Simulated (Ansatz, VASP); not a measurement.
Hf: VASP beside Ansatz

```
Hf
1.0
     0.00000    2.12436    2.47912
     2.12436    0.00000    2.47912
     2.12436    2.12436    0.00000
Hf
1
Direct
  0.00000 0.00000 0.00000
```

Alike in both runs: task single point; functional LDA; k mesh 20 × 20 × 20; occupations gaussian, width 0.15 eV; no spin polarisation.

|  | VASP | Ansatz |
| --- | --- | --- |
| version | VASP 6.6.1 | Ansatz 0.2.0 |
| potentials or method | VASP PAW LDA potentials, release 64 (Hf_pv), cutoff 520 eV | scalar-relativistic, plane waves, PAW |
| valence electrons in the cell | 10 | 26 |

Ansatz gave:

| Item | Value |
| --- | --- |
| gap on the k mesh at the Fermi level (eV) | none |
| pressure (GPa) | -7.9 |
| traceless stress, the component that is largest in VASP (GPa) | -4.90 |

Problem. Which values does VASP return?

Solution. gap on the k mesh at the Fermi level (eV): none; pressure (GPa): -8.0; traceless stress, the component that is largest in VASP (GPa): -4.86.

LDA's correlation is that of Perdew and Zunger in VASP and of Perdew and Wang (1992) in Ansatz. A gap of «none» marks a metal or a gap that the smearing closes. VASP's potentials hold 10 valence electrons a cell and Ansatz's 26, so a difference there can come from the potentials and not from the codes.

Spin-orbit coupling is off throughout.
